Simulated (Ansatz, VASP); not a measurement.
# Two plane-wave programs on SnO2

```
Sn O
1.0
     3.16830    0.00000    0.00000
    -1.58415    2.74383    0.00000
     0.00000    0.00000   10.82702
Sn O
2 4
Direct
  0.00000 0.00000 0.50000
  0.00000 0.00000 0.00000
  0.66667 0.33333 0.40179
  0.66667 0.33333 0.09821
  0.33333 0.66667 0.59821
  0.33333 0.66667 0.90179
```

Alike in both runs: task single point; functional PBE; dispersion D3(BJ); k mesh 12 × 12 × 4; occupations gaussian, width 0.05 eV; no spin polarisation.

|  | VASP | Ansatz |
| --- | --- | --- |
| version | VASP 6.6.1 | Ansatz 0.2.0 |
| potentials or method | VASP PAW PBE potentials, release 64 (Sn_d, O), cutoff 520 eV | scalar-relativistic, plane waves, PAW |
| valence electrons in the cell | 52 | 52 |

Ansatz gave:

| Quantity | Value |
| --- | --- |
| gap on the k mesh at the Fermi level (eV) | 2.40 |
| least direct gap on the mesh (eV) | 2.75 |
| pressure (GPa) | 0.5 |
| traceless stress, the component that is largest in VASP (GPa) | -3.93 |
| rms of the force components (eV/Å) | 0.175 |

**Question.** Which values does VASP return?

**Answer.** gap on the k mesh at the Fermi level (eV): 2.37; least direct gap on the mesh (eV): 2.72; pressure (GPa): 1.1; traceless stress, the component that is largest in VASP (GPa): -4.24; rms of the force components (eV/Å): 0.147.

Atom by atom the forces differ by 0.028 eV/Å (rms over components).
